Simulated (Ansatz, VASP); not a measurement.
**One calculation of Cu, two programs**

```
CELL_PARAMETERS angstrom
-1.44242 1.44242 1.44242
1.44242 -1.44242 1.44242
1.44242 1.44242 -1.44242
ATOMIC_POSITIONS crystal
Cu 0.00000 0.00000 0.00000
```

Alike in both runs: functional PBE; k mesh 20 × 20 × 20; occupations fermi-dirac, width 0.05 eV; no spin polarisation.

Ansatz relaxed the structure, and its values are those at the end. VASP's run is a single point on that final structure, the one shown.

|  | VASP | Ansatz |
| --- | --- | --- |
| version | VASP 6.6.1 | Ansatz 0.2.0 |
| potentials or method | VASP PAW PBE potentials, release 64 (Cu) | PAW with Ansatz's default frozen-core files, scalar-relativistic |
| plane-wave cutoff (eV) | 520 | 420 |
| valence electrons in the cell | 11 | 19 |

|  | VASP | Ansatz | Ansatz less VASP |
| --- | --- | --- | --- |
| pressure (GPa) | 0.6 | 0.0 | -0.57 |

VASP's potentials hold 11 valence electrons a cell and Ansatz's 19, so a difference there can come from the potentials and not from the codes.
